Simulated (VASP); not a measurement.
Input of a VASP 6.6.1 run:

INCAR

```
  PREC = Accurate
  ENCUT = 520
  EDIFF = 1E-6
  ISMEAR = 0
  SIGMA = 0.01
  LREAL = Auto
  LASPH = T
  NELM = 100
  ALGO = Normal
  ISIF = 2
  LWAVE = F
  LCHARG = F
  GGA = PE
  IVDW = 12
  NBANDS = 54
```

Contents of KPOINTS:

```
regular mesh
0
Gamma
  14 10 1
```

The input POSCAR:

```
P
1.0
    3.3164000000      0.0000000000      0.0000000000
    0.0000000000      4.3793000000      0.0000000000
    0.0000000000      0.0000000000     31.8567681600
P
16
Direct
    0.5000000000      0.5806800000      0.2197335262
    0.0000000000      0.9193200000      0.2197335262
    0.0000000000      0.0806800000      0.2866194121
    0.5000000000      0.4193200000      0.2866194121
    0.0000000000      0.5806800000      0.3842825468
    0.5000000000      0.9193200000      0.3842825468
    0.5000000000      0.0806800000      0.4511684326
    0.0000000000      0.4193200000      0.4511684326
    0.5000000000      0.5806800000      0.5488315674
    0.0000000000      0.9193200000      0.5488315674
    0.0000000000      0.0806800000      0.6157174532
    0.5000000000      0.4193200000      0.6157174532
    0.0000000000      0.5806800000      0.7133805879
    0.5000000000      0.9193200000      0.7133805879
    0.5000000000      0.0806800000      0.7802664738
    0.0000000000      0.4193200000      0.7802664738
```

Potentials or basis: VASP PAW PBE potentials, release 64 (P).

Run with:

```sh
$ cat potpaw_PBE.64/P/POTCAR > POTCAR
$ mpirun -np 1 vasp_std > vasp.out
```

What does it give for the dispersion energy per atom?

-0.336 eV.

What does it give for the largest force?

0.075 eV/Å.

Estimate the band gap on the k mesh.

0.02 eV.

Forces in eV/Å, atoms in the order of the input:
```
P    0.000  0.041  0.009
P    0.000 -0.041  0.009
P    0.000 -0.028  0.052
P    0.000  0.028  0.052
P    0.000 -0.011 -0.074
P    0.000  0.011 -0.074
P    0.000 -0.017  0.073
P    0.000  0.017  0.073
P    0.000 -0.017 -0.073
P    0.000  0.017 -0.073
P    0.000 -0.011  0.074
P    0.000  0.011  0.074
P    0.000 -0.028 -0.052
P    0.000  0.028 -0.052
P    0.000  0.041 -0.009
P    0.000 -0.041 -0.009
```
